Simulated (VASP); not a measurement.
# CuCl (F-43m) in VASP: further runs

The runs below take CuCl through single point, with PBE.

All numbers are computed with VASP 6.6.1; they aren't measurements. Logs are shortened: lines on timing, memory, paths and dates and some standing lists are left out, and cuts for length are marked.

## 1. The cell of the first run

Symmetry: F-43m, No. 216, cubic system. Conventional cell: a = 5.310 Å, b = 5.310 Å, c = 5.310 Å, α = 90.00°, β = 90.00°, γ = 90.00°. Cu (site symmetry -43m) has 4 Cl at 2.30 Å within 3.0 Å. Cl (site symmetry -43m) has 4 Cu at 2.30 Å within 3.0 Å.

## 2. Single point, PBE (volume scaled by 0.9405)

Input file INCAR:

```
SYSTEM = CuCl
PREC = Accurate
ENCUT = 600
EDIFF = 1E-6
ISMEAR = -1
SIGMA = 0.05
LREAL = .FALSE.
LASPH = .TRUE.
NELM = 120
ALGO = Normal
ISIF = 2
LWAVE = .FALSE.
LCHARG = .FALSE.
GGA = PE
NBANDS = 16
GGA_COMPAT = .FALSE.
```

Input file KPOINTS:

```
Automatic mesh
0
G
  13 13 13
  0 0 0
```

Input file POSCAR:

```
CuCl
1.0
    0.0000000000      2.6552469348      2.6552469348
    2.6552469348      0.0000000000      2.6552469348
    2.6552469348      2.6552469348      0.0000000000
Cu Cl
1 1
Direct
    0.0000000000      0.0000000000      0.0000000000
    0.7500000000      0.7500000000      0.7500000000
```

Potentials or basis: VASP PAW PBE potentials, release 64 (Cu, Cl).

Run with:

```bash
cat potpaw_PBE.64/Cu/POTCAR potpaw_PBE.64/Cl/POTCAR > POTCAR
mpirun -np 1 vasp_std > vasp.out
```

OUTCAR:

```text
SYSTEM = CuCl
   PREC = Accurate
   ENCUT = 600
   EDIFF = 1E-6
   ISMEAR = -1
   LREAL = .FALSE.
   LASPH = .TRUE.
   NELM = 120
   ISIF = 2
   GGA = PE

 ion  position               nearest neighbor table
   1  0.000  0.000  0.000-   2 2.30   2 2.30   2 2.30   2 2.30
   2  0.750  0.750  0.750-   1 2.30   1 2.30   1 2.30   1 2.30

  LATTYP: Found a face centered cubic cell.
 ALAT       =     5.3104938696

  Lattice vectors:

 A1 = (   0.0000000000,   2.6552469348,   2.6552469348)
 A2 = (   2.6552469348,   0.0000000000,   2.6552469348)
 A3 = (   2.6552469348,   2.6552469348,   0.0000000000)

Analysis of symmetry for initial positions (statically):
=====================================================================
 Subroutine PRICEL returns:
 Original cell was already a primitive cell.

 Routine SETGRP: Setting up the symmetry group for a
 face centered cubic supercell.

 Subroutine GETGRP returns: Found 24 space group operations
 (whereof 24 operations were pure point group operations)
 out of a pool of 48 trial point group operations.

The static configuration has the point symmetry T_d .

Analysis of symmetry for dynamics (positions and initial velocities):
=====================================================================
 Subroutine PRICEL returns:
 Original cell was already a primitive cell.

 Routine SETGRP: Setting up the symmetry group for a
 face centered cubic supercell.

 Subroutine GETGRP returns: Found 24 space group operations
 (whereof 24 operations were pure point group operations)
 out of a pool of 48 trial point group operations.

The dynamic configuration has the point symmetry T_d .

 Subroutine INISYM returns: Found 24 space group operations
 (whereof 24 operations are pure point group operations),
 and found     1 'primitive' translations

----------------------------------------------------------------------------------------

                                     Primitive cell

  volume of cell :      37.4408

  direct lattice vectors                    reciprocal lattice vectors
     0.000000000  2.655246935  2.655246935    -0.188306403  0.188306403  0.188306403
     2.655246935  0.000000000  2.655246935     0.188306403 -0.188306403  0.188306403
     2.655246935  2.655246935  0.000000000     0.188306403  0.188306403 -0.188306403

  length of vectors
     3.755086227  3.755086227  3.755086227     0.326156258  0.326156258  0.326156258

  position of ions in fractional coordinates (direct lattice)
     0.000000000  0.000000000  0.000000000
     0.750000000  0.750000000  0.750000000

  ion indices of the primitive-cell ions
   primitive index   ion index
                 1           1
                 2           2

----------------------------------------------------------------------------------------

 KPOINTS: Automatic mesh

Automatic generation of k-mesh.
 Grid dimensions read from file:
 generate k-points for:   13   13   13

 Generating k-lattice:

  Cartesian coordinates                     Fractional coordinates (reciprocal lattice)
    -0.014485108  0.014485108  0.014485108     0.076923077  0.000000000  0.000000000
     0.014485108 -0.014485108  0.014485108     0.000000000  0.076923077  0.000000000
     0.014485108  0.014485108 -0.014485108     0.000000000  0.000000000  0.076923077

  Length of vectors
     0.025088943  0.025088943  0.025088943

  Shift w.r.t. Gamma in fractional coordinates (k-lattice)
     0.000000000  0.000000000  0.000000000

 Subroutine IBZKPT returns following result:
 ===========================================

 Found     84 irreducible k-points:

 Following reciprocal coordinates:
            Coordinates               Weight
  0.000000  0.000000  0.000000      1.000000
  0.076923  0.000000  0.000000      8.000000
  0.153846  0.000000  0.000000      8.000000
  0.230769  0.000000  0.000000      8.000000
  0.307692  0.000000  0.000000      8.000000
  0.384615  0.000000  0.000000      8.000000
[... 16 lines left out ...]
  0.384615  0.153846  0.000000     24.000000
  0.461538  0.153846  0.000000     24.000000
 [... further k-points ...]
   k-points           NKPTS =     84   k-points in BZ     NKDIM =     84   number of bands    NBANDS=     16
   number of dos      NEDOS =    301   number of ions     NIONS =      2
   total plane-waves  NPLWV =  27000
   dimension x,y,z NGX =    30 NGY =   30 NGZ =   30
   dimension x,y,z NGXF=    60 NGYF=   60 NGZF=   60
   ions per type =               1   1
   NGX,Y,Z   is equivalent  to a cutoff of  13.28, 13.28, 13.28 a.u.
   NGXF,Y,Z  is equivalent  to a cutoff of  26.56, 26.56, 26.56 a.u.
 SYSTEM =  CuCl
   PREC   = accura    normal or accurate (medium, high low for compatibility)
   ISTART =      0    job   : 0-new  1-cont  2-samecut
   ICHARG =      2    charge: 1-file 2-atom 10-const
   ISPIN  =      1    spin polarized calculation?
   LNONCOLLINEAR =      F non collinear calculations
   LSORBIT =      F    spin-orbit coupling
   LASPH  =      T    aspherical Exc in radial PAW
   ENCUT  =  600.0 eV  44.10 Ry    6.64 a.u.   7.50  7.50  7.50*2*pi/ulx,y,z
   NELM   =    120;   NELMIN=  2; NELMDL= -5     # of ELM steps
   EDIFF  = 0.1E-05   stopping-criterion for ELM
   LREAL  =      F    real-space projection
   EDIFFG = 0.1E-04   stopping-criterion for IOM
   NSW    =      0    number of steps for IOM
   IBRION =     -1    ionic relax: 0-MD 1-quasi-New 2-CG
   NFREE  =      0    steps in history (QN), initial steepest desc. (CG)
   ISIF   =      2    stress and relaxation
   ISYM   =      2    0-nonsym 1-usesym 2-fastsym
   POTIM  = 0.5000    time-step for ionic-motion
   TEBEG  =    0.0;   TEEND  =   0.0 temperature during run
   PSTRESS=    0.0 pullay stress
   NELECT =      18.0000    total number of electrons
   NUPDOWN=      -1.0000    fix difference up-down
   EMIN   =  10.00;   EMAX   =-10.00  energy-range for DOS
   EFERMI =   0.00;   METHOD = LEGACY
   ISMEAR =    -1;   SIGMA  =   0.05  broadening in eV -4-tet -1-fermi 0-gaus
   EFERMI_NEDOS =   21; number of points for ismear=-14 and -15
   IALGO  =     38    algorithm
   IMIX   =      4    mixing-type and parameters
     AMIX     =   0.40;   BMIX     =  1.00
     AMIX_MAG =   1.60;   BMIX_MAG =  1.00
  volume/ion in A,a.u.               =      18.72       126.33
  Fermi-wavevector in a.u.,A,eV,Ry     =   1.282480  2.423537 22.378265  1.644756
  Thomas-Fermi vector in A             =   2.414789
   LORBIT       =      0    0 simple, 1 ext, 2 COOP (PROOUT), +10 PAW based schemes
   GGA     = PE    functional components
   LHFCALC =     F    Hartree Fock is set to
   AEXX    =    0.0000 exact exchange contribution
   IVDW    =     0    specifies the selected vdW correction
   LEPSILON=     F    determine dielectric tensor
   LRPA    =     F    only Hartree local field effects (RPA)
 non-spin polarized calculation
  energy-cutoff  :      600.00
  volume of cell :       37.44
 maximum number of plane-waves:      1267
 NGX is ok and might be reduce to    30
   NGX = 15   NGY = 15   NGZ = 15

 number of electron      18.0000007 magnetization

 Free energy of the ion-electron system (eV)
  ---------------------------------------------------
  ext. energy  EPLUGINS =         0.00000000
  ---------------------------------------------------
  free energy    TOTEN  =        -6.31418524 eV

  energy without entropy =       -6.31417974  energy(sigma->0) =       -6.31418249

 E-fermi :   4.8732     XC(G=0):  -9.6956

 val. band max:        4.4629370381   @ k =   0.0000   0.0000   0.0000
 cond. band min:       5.1200241733   @ k =   0.0000   0.0000   0.0000
 fundamental gap:      0.6570871352
 Fermi energy:         4.8731830868

 k-point     1 :       0.0000    0.0000    0.0000
  band No.  band energies     occupation
      1     -12.8784      2.00000
      2      -0.7329      2.00000
      3      -0.7329      2.00000
      4      -0.7329      2.00000
      5       2.7883      2.00000
      6       2.7883      2.00000
[... 8 lines left out ...]
     15      16.3017      0.00000
     16      17.5530      0.00000

 k-point     2 :       0.0769    0.0000    0.0000
  band No.  band energies     occupation
      1     -12.8512      2.00000
      2      -0.8584      2.00000
      3      -0.7303      2.00000
      4      -0.7303      2.00000
      5       2.7837      2.00000
      6       2.7837      2.00000
[... 8 lines left out ...]
     15      16.0272      0.00000
     16      17.8542      0.00000

 k-point     3 :       0.1538    0.0000    0.0000
  band No.  band energies     occupation
      1     -12.7744      2.00000
      2      -1.1834      2.00000
      3      -0.7235      2.00000
      4      -0.7235      2.00000
      5       2.7753      2.00000
      6       2.7753      2.00000
[... 8 lines left out ...]
     15      15.6022      0.00000
     16      17.7160      0.00000

 k-point     4 :       0.2308    0.0000    0.0000
  band No.  band energies     occupation
      1     -12.6625      2.00000
      2      -1.5998      2.00000
      3      -0.7153      2.00000
      4      -0.7153      2.00000
      5       2.7757      2.00000
      6       2.7757      2.00000
[... 8 lines left out ...]
     15      15.4749      0.00000
     16      17.1221      0.00000
[... 324 lines left out ...]
 k-point    22 :       0.3077    0.1538    0.0000
  band No.  band energies     occupation
      1     -12.5478      2.00000
      2      -1.8082      2.00000
      3      -0.8073      2.00000
      4      -0.7665      2.00000
      5       2.6601      2.00000
      6       2.8711      2.00000
[... 8 lines left out ...]
     15      16.6838      0.00000
     16      18.6841      0.00000

 k-point    23 :       0.3846    0.1538    0.0000
  band No.  band energies     occupation
      1     -12.4379      2.00000
      2      -2.0895      2.00000
      3      -0.8689      2.00000
      4      -0.7578      2.00000
      5       2.6885      2.00000
      6       2.8897      2.00000
[... 8 lines left out ...]
     15      17.2036      0.00000
     16      18.3309      0.00000

 k-point    24 :       0.4615    0.1538    0.0000
  band No.  band energies     occupation
      1     -12.3532      2.00000
      2      -2.2844      2.00000
      3      -0.9421      2.00000
      4      -0.7424      2.00000
      5       2.7298      2.00000
      6       2.8915      2.00000
[... 8 lines left out ...]
     15      17.7623      0.00000
     16      18.3087      0.00000

 [... further k-points ...]
[... 5 lines left out ...]
  --------------------------------------------------------------------------------------
  -------------------------------------------------------------------------------------
  Total        0.8916598      0.8916598      0.8916598     -0.0000000      0.0000000     -0.0000000
  in kB       38.1561936     38.1561936     38.1561936     -0.0000000      0.0000000     -0.0000000
  external PRESSURE =      38.1561936 kB  Pullay stress =       0.0000000 kB

 VOLUME and BASIS-vectors are now :
 -----------------------------------------------------------------------------
  energy-cutoff  :      600.00
  volume of cell :       37.44
      direct lattice vectors                 reciprocal lattice vectors
     0.000000000  2.655246935  2.655246935    -0.188306403  0.188306403  0.188306403
     2.655246935  0.000000000  2.655246935     0.188306403 -0.188306403  0.188306403
     2.655246935  2.655246935  0.000000000     0.188306403  0.188306403 -0.188306403

 POSITION                                       TOTAL-FORCE (eV/Angst)
 -----------------------------------------------------------------------------------
      0.00000      0.00000      0.00000         0.000000      0.000000      0.000000
      3.98287      3.98287      3.98287        -0.000000     -0.000000     -0.000000
 -----------------------------------------------------------------------------------
    total drift:                                0.000001      0.000001      0.000001

  FREE ENERGIE OF THE ION-ELECTRON SYSTEM (eV)
  ---------------------------------------------------
  free  energy   TOTEN  =        -6.3141852401 eV

  energy  without entropy=       -6.3141797385  energy(sigma->0) =       -6.31418249
```

Run time: 33 s. Hardware: 1 thread of AMD EPYC 9R45 (Zen 5), shared host; peak memory 0.18 GiB.

What came out:

```yaml
Free_energy: -6.3142 eV
Pressure: 3.8 GPa
Band_gap_on_the_k_mesh: 0.66 eV, direct
```

 A k mesh can miss the band edges.

## 3. Single point, PBE (volume scaled by 0.97)

Input file INCAR:

```
SYSTEM = CuCl
ALGO = Normal
EDIFF = 1E-6
ENCUT = 600
GGA = PE
GGA_COMPAT = .False.
ISIF = 2
ISMEAR = -1
LASPH = .True.
LCHARG = .False.
LREAL = .False.
LWAVE = .False.
NBANDS = 16
NELM = 120
PREC = Accurate
SIGMA = 0.05
```

Input file KPOINTS:

```
k-points
0
Gamma
  13 13 13
  0 0 0
```

Input file POSCAR:

```
CuCl
1.0
    0.0000000000      2.6827233808      2.6827233808
    2.6827233808      0.0000000000      2.6827233808
    2.6827233808      2.6827233808      0.0000000000
Cu Cl
1 1
Direct
    0.0000000000      0.0000000000      0.0000000000
    0.7500000000      0.7500000000      0.7500000000
```

Potentials or basis: VASP PAW PBE potentials, release 64 (Cu, Cl).

Run with:

```bash
cat potpaw_PBE.64/Cu/POTCAR potpaw_PBE.64/Cl/POTCAR > POTCAR
mpirun -np 1 vasp_std > vasp.out
```

Wall time 32 s (1 thread of AMD EPYC 9R45 (Zen 5), shared host); peak memory 0.18 GiB.

It converged, with:

| Quantity | Value |
| --- | --- |
| Free energy | -6.3351 eV |
| Pressure | 1.9 GPa |
| Band gap on the k mesh | 0.59 eV, direct |

Levels at points of the mesh, in eV from the valence-band top:
```tsv
k point	band 7	band 8	band 9	band 10	band 11	band 12
(0.00, 0.00, 0.00)	0.00	0.00	0.00	0.59	6.75	6.75
```

 A k mesh can miss the band edges.

(Continued in part 2 of 2.)
